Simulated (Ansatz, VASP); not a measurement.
**AlRu: VASP beside Ansatz**

INCAR

```
PREC = Accurate
ENCUT = 600
EDIFF = 1E-6
ISMEAR = 0
SIGMA = 0.1
LREAL = F
LASPH = T
NELM = 60
ALGO = Fast
ISIF = 3
LWAVE = F
LCHARG = F
GGA = PS
IBRION = 2
NSW = 100
EDIFFG = -0.005
```

The input KPOINTS:

```
Automatic mesh
0
Gamma
  14 14 14
```

The input POSCAR:

```
AlRu
1.0
    2.9916000000      0.0000000000      0.0000000000
    0.0000000000      2.9916000000      0.0000000000
    0.0000000000      0.0000000000      2.9916000000
Al Ru
1 1
Direct
    0.0000000000      0.0000000000      0.0000000000
    0.5000000000      0.5000000000      0.5000000000
```

Input for Ansatz:

```yaml
crystal:
  lattice:
    - [2.9916, 0.0, 0.0]
    - [0.0, 2.9916, 0.0]
    - [0.0, 0.0, 2.9916]
  atoms:
    - { symbol: Al, position: [0.0, 0.0, 0.0] }
    - { symbol: Ru, position: [0.5, 0.5, 0.5] }
basis:
  ecutwfc: 420
kpoints:
  mp_grid: { grid: [14, 14, 14] }
hamiltonian:
  xc: pbesol
  pseudopotentials: { kind: paw, azcp: { folder: soft_1 } }
scf:
  occupations: { method: gaussian, width: 0.1 }
output:
  forces: true
  stress: true
  eigenvalues: true
relax:
  adjacent_minimum: "off"
  f_tol: 0.005
  max_steps: 80
  cell: { stress_tol: 0.05 }
```

Alike in both runs: task relaxation of cell and atoms; functional PBEsol; k mesh 14 × 14 × 14; occupations gaussian, width 0.1 eV; no spin polarisation.

```csv
,VASP,Ansatz
version,VASP 6.6.1,Ansatz 0.2.0
potentials or method,"VASP PAW PBE potentials, release 64 (Al, Ru_pv), cutoff 600 eV","scalar-relativistic, plane waves, PAW"
valence electrons in the cell,17,19
```

```csv
,VASP,Ansatz,Ansatz less VASP
"gap on the k mesh at the Fermi level, each at its own relaxed structure (eV)",none,none,-
relaxed volume (Å³/atom),13.19,13.18,-0.007
relaxed cell length with the largest relative difference (Å),2.977,2.976,-0.0005
```

VASP's potentials were made for PBE, not for PBEsol, and Ansatz warns of the same on its side. A gap of «none» marks a metal or a gap that the smearing closes. VASP's potentials hold 17 valence electrons a cell and Ansatz's 19, so a difference there can come from the potentials and not from the codes.
